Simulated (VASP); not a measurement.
Input of a VASP 6.6.1 run:

Contents of INCAR:

```
PREC     = Accurate       # precision mode
ENCUT    = 520            # plane-wave cutoff, eV
EDIFF    = 1E-6           # SCF threshold, eV
ISMEAR   = 1              # smearing method
SIGMA    = 0.1            # smearing width, eV
LREAL    = False          # projectors in reciprocal space
LASPH    = True           # aspherical terms in the spheres
NELM     = 60             # most SCF steps
ALGO     = Normal         # electronic algorithm
ISIF     = 2              # what is computed and relaxed
LWAVE    = False          # write WAVECAR
LCHARG   = False          # write CHGCAR
GGA      = PE             # functional
IVDW     = 12             # dispersion correction
NBANDS   = 14             # bands
```

KPOINTS

```
regular mesh
0
Gamma
  11 11 11
```

POSCAR

```
HfC
1.0
    0.0000000000      2.3854164456      2.3854164456
    2.3854164456      0.0000000000      2.3854164456
    2.3854164456      2.3854164456      0.0000000000
Hf C
1 1
Direct
    0.5000000000      0.5000000000      0.5000000000
    0.0000000000      0.0000000000      0.0000000000
```

Potentials or basis: VASP PAW PBE potentials, release 64 (Hf_pv, C).

The run is started by

```console
$ cat potpaw_PBE.64/Hf_pv/POTCAR potpaw_PBE.64/C/POTCAR > POTCAR
$ mpirun -np 1 vasp_std > vasp.out
```

Q: What does it give for the dispersion energy per atom?

A: -0.330 eV.

Q: Predict the pressure.

A: -20.2 GPa.

Caveat: pairwise dispersion overbinds metals, which lowers pressure and volume.
